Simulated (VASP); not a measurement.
Write the native input for VASP 6.6.1 that does the following.

```
Task                   : single point
Functional             : PBE
Potentials or basis    : VASP PAW PBE potentials, release 64 (Cd, In_d, O)
Cutoff                 : 600 eV
k mesh                 : 4 × 4 × 4
Occupations            : fermi-dirac, width 0.02 eV
Spin                   : no spin polarisation
Dipole correction      : no
Further INCAR settings : ALGO = Normal; EDIFF = 1e-06; NBANDS = 75
```

The structure of CdIn2O4 lies in POSCAR:

```
CdIn2O4
1.0
    0.0000000000      4.5830000000      4.5830000000
    4.5830000000      0.0000000000      4.5830000000
    4.5830000000      4.5830000000      0.0000000000
Cd In O
2 4 8
Direct
    0.5000000000      0.5000000000      0.5000000000
    0.7500000000      0.7500000000      0.7500000000
    0.1250000000      0.1250000000      0.1250000000
    0.6250000000      0.1250000000      0.1250000000
    0.1250000000      0.1250000000      0.6250000000
    0.1250000000      0.6250000000      0.1250000000
    0.3625319088      0.3625319088      0.3625319088
    0.3375957265      0.8874680912      0.8874680912
    0.3625319088      0.3625319088      0.9124042735
    0.8874680912      0.3375957265      0.8874680912
    0.9124042735      0.3625319088      0.3625319088
    0.8874680912      0.8874680912      0.8874680912
    0.3625319088      0.9124042735      0.3625319088
    0.8874680912      0.8874680912      0.3375957265
```

The input as run:

INCAR

```
PREC = Accurate
ENCUT = 600
EDIFF = 1E-6
ISMEAR = -1
SIGMA = 0.02
LREAL = F
LASPH = T
NELM = 120
ALGO = Normal
ISIF = 2
LWAVE = F
LCHARG = F
GGA = PE
NBANDS = 75
GGA_COMPAT = F
```

KPOINTS

```
Automatic mesh
0
Gamma
  4 4 4
```

Potentials or basis: VASP PAW PBE potentials, release 64 (Cd, In_d, O).

Run with:

```sh
$ cat potpaw_PBE.64/Cd/POTCAR potpaw_PBE.64/In_d/POTCAR potpaw_PBE.64/O/POTCAR > POTCAR
$ mpirun -np 1 vasp_std > vasp.out
```

It gave:

- Pressure: 7.5 GPa
- Largest force: 0.014 eV/Å
- Band gap on the k mesh: 1.10 eV (least direct gap 1.16 eV)

Caveat: the cell stands under pressure; spin-orbit coupling is left out, which moves the levels of the heavy elements.

It took 3.6 min on 1 thread of Intel(R) Xeon(R) Platinum 8488C (Sapphire Rapids), with other jobs on the host, peak memory 0.45 GiB.
